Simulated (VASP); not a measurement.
A run of VASP 6.6.1:

File INCAR:

```
SYSTEM = Rh
PREC = Accurate ; ENCUT = 520
EDIFF = 1E-6 ; ISMEAR = 0
SIGMA = 0.15 ; LREAL = .False.
LASPH = .True. ; NELM = 150
ALGO = Fast ; ISIF = 2
LWAVE = .False. ; LCHARG = .False.
ISPIN = 2 ; MAGMOM = 1
LORBIT = 11 ; NUPDOWN = 1.0
LMAXMIX = 4 ; GGA = PE
NBANDS = 18
```

KPOINTS

```
Automatic mesh
0
Gamma
  22 22 22
  0 0 0
```

File POSCAR:

```
Rh
1.0
    0.0000000000      1.7924581564      1.7924581564
    1.7924581564      0.0000000000      1.7924581564
    1.7924581564      1.7924581564      0.0000000000
Rh
1
Direct
    0.0000000000      0.0000000000      0.0000000000
```

Potentials or basis: VASP PAW PBE potentials, release 64 (Rh_pv).

The run is started by

```console
$ cat potpaw_PBE.64/Rh_pv/POTCAR > POTCAR
$ mpirun -np 1 vasp_std > vasp.out
```

Hardware: 1 thread of AMD EPYC 9R45 96-Core Processor (Zen 5) (shared host).

Problem. How long does it take, and how much memory?

Solution. Run time: 60 s on 1 thread of AMD EPYC 9R45 96-Core Processor (Zen 5), on a shared host, peak memory 0.18 GiB. Counts: scf iterations 12, k points 328.
